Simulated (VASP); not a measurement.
The system is BAs.

```xyz
2
Lattice="0.0000 2.3919 2.3919 2.3919 0.0000 2.3919 2.3919 2.3919 0.0000" Properties=species:S:1:pos:R:3 pbc="T T T"
B     0.0000    0.0000    0.0000
As    1.1959    1.1959    1.1959
```

Program: VASP 6.6.1. Alike in all runs: task single point; potentials or basis VASP PAW PBE potentials, release 64 (B, As); no spin polarisation; cell as given.

**Question.** Order these runs on this cell by their band gap on the k mesh, lowest first.
A. level PBE-based global hybrid; k mesh 4 × 4 × 4; cutoff (eV) 520; smearing gaussian 0.01 eV; grid for exact exchange (PRECFOCK) Normal; share of exact exchange 0.75
B. level PBEsol; k mesh 6 × 6 × 6; cutoff (eV) 500; smearing gaussian 0.05 eV
C. level HSE06; k mesh 4 × 4 × 4; cutoff (eV) 520; smearing gaussian 0.01 eV; grid for exact exchange (PRECFOCK) Normal; screening parameter 0.2079 1/Å
D. level PBE-based global hybrid; k mesh 4 × 4 × 4; cutoff (eV) 520; smearing gaussian 0.01 eV; grid for exact exchange (PRECFOCK) Normal; share of exact exchange 0.05

**Answer.** B (1.18 eV), D (1.70 eV), C (2.12 eV), A (6.01 eV).

Caveats: some runs use coarse meshes.

A k mesh can miss the band edges.
